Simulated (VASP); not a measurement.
# BeCo: relaxation of volume and atoms at fixed shape with LDA

BeCo:

```
CELL_PARAMETERS angstrom
2.60600 0.00000 0.00000
0.00000 2.60600 0.00000
0.00000 0.00000 2.60600
ATOMIC_POSITIONS crystal
Be 0.00000 0.00000 0.00000
Co 0.50000 0.50000 0.50000
```

```
Program                : VASP 6.6.1
Task                   : relaxation of volume and atoms at fixed shape
Functional             : LDA
Potentials or basis    : VASP PAW LDA potentials, release 64 (Be, Co)
Cutoff                 : 600 eV
k mesh                 : 10 × 10 × 10
Occupations            : fermi-dirac, width 0.1 eV
Spin                   : collinear spin, ferromagnetic start
Starting moments       : [0.0, 2.5] μB
Dipole correction      : no
Further INCAR settings : ALGO = Normal; EDIFF = 1e-06; IBRION = 2; EDIFFG = -0.01; NSW = 80; ISIF = 8
```

| Property | Result |
| --- | --- |
| Relaxed volume | 8.19 Å³/atom |
| Relaxed cell | a = 2.539 Å, b = 2.539 Å, c = 2.539 Å, α = 90.00°, β = 90.00°, γ = 90.00° |
| Space group after relaxing (to 0.05 Å) | Pm-3m (No. 221) |
| Energy gained by relaxing | 33.7 meV/atom |
| Ionic steps | 3 |
| Pressure after relaxing | 0.0 GPa |
| Net moment | 0.00 μB per cell |
| Valence electrons inside the program's atomic spheres | Be 1.25; Co 8.63 |

Step by step:
| step | energy change (eV) | largest force (eV/Å) | pressure (GPa) | volume (Å³) |
| --- | --- | --- | --- | --- |
| 1 | 0.0000 | 0.0000 | -15.19 | 17.70 |
| 2 | -0.0414 | 0.0000 | 11.64 | 15.63 |
| 3 | -0.0674 | 0.0000 | -0.01 | 16.38 |

Final structure:
```
Be Co
1.0
     2.53943    0.00000    0.00000
     0.00000    2.53943    0.00000
     0.00000    0.00000    2.53943
Be Co
1 1
Direct
  0.00000 0.00000 0.00000
  0.50000 0.50000 0.50000
```

Levels at points of the mesh, in eV from the Fermi level:
Spin up:
```
           k point  band 4  band 5  band 6  band 7  band 8  band 9
(0.00, 0.00, 0.00)    0.01    0.01    0.01    7.98    7.98    7.98
(0.50, 0.00, 0.00)   -1.34   -1.34    0.12    1.55   13.03   13.03
(0.50, 0.50, 0.00)   -1.36   -0.82   -0.82    0.70    7.01    7.89
(0.50, 0.50, 0.50)    0.75    0.75    7.10    7.10    7.10    7.78
```
Spin down:
| k point | band 2 | band 3 | band 4 | band 5 | band 6 | band 7 | band 8 | band 9 | band 10 |
| --- | --- | --- | --- | --- | --- | --- | --- | --- | --- |
| (0.00, 0.00, 0.00) | -2.95 | -2.95 | 0.01 | 0.01 | 0.01 | 7.98 | 7.98 | 7.98 | 16.06 |
| (0.50, 0.00, 0.00) | -4.10 | -2.41 | -1.34 | -1.34 | 0.12 | 1.55 | 13.03 | 13.03 | 15.99 |
| (0.50, 0.50, 0.00) | -2.49 | -1.36 | -1.36 | -0.82 | -0.82 | 0.70 | 7.01 | 7.89 | 12.93 |
| (0.50, 0.50, 0.50) | -4.19 | -4.19 | 0.75 | 0.75 | 7.10 | 7.10 | 7.10 | 7.78 | 7.78 |

It took 97 s on 1 thread of AMD EPYC 7R43 64-Core Processor (Zen 3), on a shared host, peak memory 0.12 GiB.

Caveat: the starting moments collapsed, and a magnetic state may lie lower. LDA usually gives volumes a few per cent too small.
